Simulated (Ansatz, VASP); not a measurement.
**One calculation of LuGaAs2, two programs**

```
Ga As Lu
1.0
     3.89763    0.00000    0.00000
     0.00000    3.89763    0.00000
     0.00000    0.00000    5.71187
Ga As Lu
1 2 1
Direct
  0.00000 0.00000 0.00000
  0.00000 0.00000 0.50000
  0.50000 0.50000 0.00000
  0.50000 0.50000 0.50000
```

Alike in both runs: task single point; functional PBE; k mesh 4 × 4 × 4; occupations fermi-dirac, width 0.02 eV; no spin polarisation.

```csv
,VASP,Ansatz
version,VASP 6.6.1,Ansatz 0.2.0
potentials or method,"VASP PAW PBE potentials, release 64 (Ga_d, As, Lu)","plane waves, PAW"
plane-wave cutoff (eV),520,420
valence electrons in the cell,48,68
```

VASP gave:

| Quantity | Value |
| --- | --- |
| pressure (GPa) | 2.2 |

Estimate Ansatz's values.

pressure (GPa): 1.9.

VASP's potentials hold 48 valence electrons a cell and Ansatz's 68, so a difference there can come from the potentials and not from the codes.

The k mesh is coarse, so the values compare programs but aren't converged. Neither program's run includes spin-orbit coupling.
